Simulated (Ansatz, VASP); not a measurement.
**One calculation of ZrO2, two programs**

```xyz
3
Lattice="0.0000 2.5322 2.5322 2.5322 0.0000 2.5322 2.5322 2.5322 0.0000" Properties=species:S:1:pos:R:3 pbc="T T T"
Zr    0.0000    0.0000    0.0000
O     1.2661    1.2661    1.2661
O     3.7983    3.7983    3.7983
```

Alike in both runs: task single point; functional PBEsol; k mesh 8 × 8 × 8; occupations gaussian, width 0.02 eV; no spin polarisation.

|  | VASP | Ansatz |
| --- | --- | --- |
| version | VASP 6.6.1 | Ansatz 0.2.0 |
| potentials or method | VASP PAW PBE potentials, release 64 (Zr_sv, O), cutoff 600 eV | scalar-relativistic, plane waves, PAW |
| valence electrons in the cell | 24 | 24 |

Ansatz gave:

```
gap on the k mesh at the Fermi level (eV) : 3.33
least direct gap on the mesh (eV)         : 3.76
pressure (GPa)                            : 0.0
```

Question: Which values does VASP return?

Answer: gap on the k mesh at the Fermi level (eV): 3.32; least direct gap on the mesh (eV): 3.76; pressure (GPa): 0.2.

VASP's potentials were made for PBE, not for PBEsol, and Ansatz warns of the same on its side.
